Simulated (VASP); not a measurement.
Wanted: the native input for a VASP 6.6.1 run.

```yaml
Task: single point
Functional: BLYP
Dispersion: D3(BJ)
Potentials_or_basis: VASP PAW PBE potentials, release 64 (Al)
Cutoff: 520 eV
k_mesh: 9 × 9 × 3
Occupations: fermi-dirac, width 0.1 eV
Spin: no spin polarisation
Dipole_correction: no
Further_INCAR_settings: ALGO = Normal; EDIFF = 1e-07; NBANDS = 14
```

The structure of Al lies in POSCAR:

```
Al
1.0
    2.7845486960      0.0000000000      0.0000000000
   -1.3922743480      2.4114899088      0.0000000000
    0.0000000000      0.0000000000      9.2388482799
Al
4
Direct
    0.0000000000      0.0000000000      0.0000000000
    0.3333333333      0.6666666667      0.2500000000
    0.0000000000      0.0000000000      0.5000000000
    0.6666666667      0.3333333333      0.7500000000
```

The input as run:

INCAR

```
SYSTEM = Al
PREC     = Accurate       ! precision mode
ENCUT    = 520            ! plane-wave cutoff, eV
EDIFF    = 1E-7           ! SCF threshold, eV
ISMEAR   = -1             ! smearing method
SIGMA    = 0.1            ! smearing width, eV
LREAL    = .False.        ! projectors in reciprocal space
LASPH    = .True.         ! aspherical terms in the spheres
NELM     = 80             ! most SCF steps
ALGO     = Normal         ! electronic algorithm
ISIF     = 2              ! what is computed and relaxed
LWAVE    = .False.        ! write WAVECAR
LCHARG   = .False.        ! write CHGCAR
GGA      = B5             ! functional
ALDAX    = 1.0          
AGGAX    = 1.0          
AGGAC    = 1.0          
ALDAC    = 0.0          
IVDW     = 12             ! dispersion correction
VDW_S6   = 1.0          
VDW_S8   = 2.6996       
VDW_A1   = 0.4298       
VDW_A2   = 4.2359       
NBANDS   = 14             ! bands
```

KPOINTS

```
regular mesh
0
Gamma
  9 9 3
  0 0 0
```

Potentials or basis: VASP PAW PBE potentials, release 64 (Al).

Launch:

```sh
$ cat potpaw_PBE.64/Al/POTCAR > POTCAR
$ mpirun -np 1 vasp_std > vasp.out
```

Results of the run:

| Property | Result |
| --- | --- |
| Pressure | 0.2 GPa |
| Band gap on the k mesh | zero (band 6 reaches 12.95 eV, above the bottom of band 7 at 7.81 eV) |
| Dispersion energy per atom | -0.827 eV |

Caveat: the PAW data sets were made with another functional, which shifts forces and pressure a little; pairwise dispersion overbinds metals, which lowers pressure and volume.

It took 48 s on 1 thread of AMD EPYC 9R45 (Zen 5), with other jobs on the host, peak memory 0.16 GiB.
